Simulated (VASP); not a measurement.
The system is B4AsN3.

```xyz
8
Lattice="-1.8468 1.8468 3.6935 1.8468 -1.8468 3.6935 1.8468 1.8468 -3.6935" Properties=species:S:1:pos:R:3 pbc="T T T"
N     1.8468    0.0000    1.8468
N     0.0000    0.0000    3.6935
N     0.0000    1.8468    1.8468
B    -0.9234    0.9234    4.6169
B     0.9234    0.9234   -0.9234
B     0.9234   -0.9234    4.6169
B     0.9234    0.9234    2.7702
As    0.0000    0.0000    0.0000
```

* Program: VASP 6.6.1
* Task: relaxation of cell and atoms
* Functional: PBE
* Potentials or basis: VASP PAW PBE potentials, release 64 (N, B, As)
* Cutoff: 600 eV
* k mesh: 8 × 8 × 8
* Occupations: fermi-dirac, width 0.02 eV
* Spin: no spin polarisation

At the start: pressure 118.1 GPa; volume 6.30 Å³/atom.

Problem. How do energy, volume and symmetry change on relaxing?

Solution. Over 15 steps the energy falls by 1067.0 meV/atom and the volume is 7.74 Å³/atom (+22.9 %); space group I-42m (No. 121, to 0.1 Å) before and after.

The path:
| step | energy change (eV) | largest force (eV/Å) | pressure (GPa) | volume (Å³) |
| --- | --- | --- | --- | --- |
| 1 | 0.0000 | 15.5077 | 118.09 | 50.39 |
| 2 | 2.6593 | 1.4529 | -38.37 | 92.39 |
| 3 | -0.3474 | 1.3117 | -37.12 | 82.04 |
| 4 | -2.2182 | 2.3315 | -33.64 | 75.80 |
| 5 | -7.3327 | 3.9087 | -5.21 | 62.23 |
| 6 | -7.9401 | 1.0592 | 31.31 | 56.10 |
| 7 | -8.0789 | 2.2173 | 15.03 | 58.34 |
| 8 | -8.0939 | 1.9378 | 18.02 | 57.88 |
| 9 | -8.4315 | 0.4254 | -10.45 | 64.65 |
| 10 | -8.5119 | 0.5826 | -2.98 | 62.46 |
| 11 | -8.5278 | 0.3538 | 1.88 | 61.62 |
| 12 | -8.5352 | 0.0663 | 0.09 | 61.92 |
| 13 | -8.5356 | 0.0039 | 0.00 | 61.94 |
| 14 | -8.5356 | 0.0051 | 0.00 | 61.94 |
| 15 | -8.5356 | 0.0016 | 0.00 | 61.94 |

Final structure:
```xyz
8
Lattice="-1.9838 1.9838 3.9348 1.9838 -1.9838 3.9348 1.9838 1.9838 -3.9348" Properties=species:S:1:pos:R:3 pbc="T T T"
N     1.9838    0.0000    1.9674
N     0.0000    0.0000    3.9348
N     0.0000    1.9838    1.9674
B    -0.8569    0.8569    5.0101
B     1.1269    1.1269   -1.0753
B     0.8569   -0.8569    5.0101
B     0.8569    0.8569    2.8595
As    0.0000    0.0000    0.0000
```

Caveat: the volume moved by over 15 % at a fixed basis, so the end points are rough.
